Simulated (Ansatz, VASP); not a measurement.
# InAs in VASP and in Ansatz

```xyz
2
Lattice="0.0000 3.0180 3.0180 3.0180 0.0000 3.0180 3.0180 3.0180 0.0000" Properties=species:S:1:pos:R:3 pbc="T T T"
In    0.0000    0.0000    0.0000
As    4.5270    4.5270    4.5270
```

Alike in both runs: task relaxation of cell and atoms; functional PBEsol; k mesh 14 × 14 × 14; occupations fermi-dirac, width 0.08 eV; no spin polarisation.

|  | VASP | Ansatz |
| --- | --- | --- |
| version | VASP 6.6.1 | Ansatz 0.2.0 |
| potentials or method | VASP PAW PBE potentials, release 64 (In_d, As) | PAW with Ansatz's default frozen-core files, scalar-relativistic |
| plane-wave cutoff (eV) | 600 | 420 |
| valence electrons in the cell | 18 | 28 |

Ansatz gave:

- relaxed volume (Å³/atom): 28.20
- relaxed length of the cell vector where the two differ most in proportion (Å): 4.305

Q: Estimate VASP's values.

A: Relaxed volume (Å³/atom): 28.24; relaxed length of the cell vector where the two differ most in proportion (Å): 4.307.

VASP's potentials were made for PBE, not for PBEsol. VASP's potentials hold 18 valence electrons a cell and Ansatz's 28, so a difference there can come from the potentials and not from the codes.
